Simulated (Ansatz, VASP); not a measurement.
One calculation of NaTiBr3, two programs

```xyz
5
Lattice="4.9011 0.0000 0.0000 0.0000 4.9011 0.0000 0.0000 0.0000 4.9011" Properties=species:S:1:pos:R:3 pbc="T T T"
Na    0.0000    0.0000    0.0000
Ti    2.4506    2.4506    2.4506
Br    0.0000    2.4506    2.4506
Br    2.4506    0.0000    2.4506
Br    2.4506    2.4506    0.0000
```

Alike in both runs: task single point; functional PBE; k mesh 4 × 4 × 4; occupations gaussian, width 0.1 eV; collinear spin.

|  | VASP | Ansatz |
| --- | --- | --- |
| version | VASP 6.6.1 | Ansatz 0.2.0 |
| potentials or method | VASP PAW PBE potentials, release 64 (Na_pv, Ti_sv, Br), cutoff 520 eV | scalar-relativistic, plane waves, PAW |
| valence electrons in the cell | 40 | 42 |

Ansatz gave:

- gap on the k mesh at the Fermi level (eV): none
- pressure (GPa): 10.7
- net moment per atom (μB): 0.32
- size of the moment on the site where the two differ most (μB): 1.09

Q: Which values does VASP return?

A: gap on the k mesh at the Fermi level (eV): none; pressure (GPa): 10.7; net moment per atom (μB): 0.32; size of the moment on the site where the two differ most (μB): 1.20.

Site moments also hang on the region over which each program counts them. A gap of «none» marks a metal or a gap that the smearing closes. With one functional, cell and mesh, what is left measures potentials, basis and numerics. VASP's potentials hold 40 valence electrons a cell and Ansatz's 42, so a difference there can come from the potentials and not from the codes. Ansatz's warnings: stability check not made.
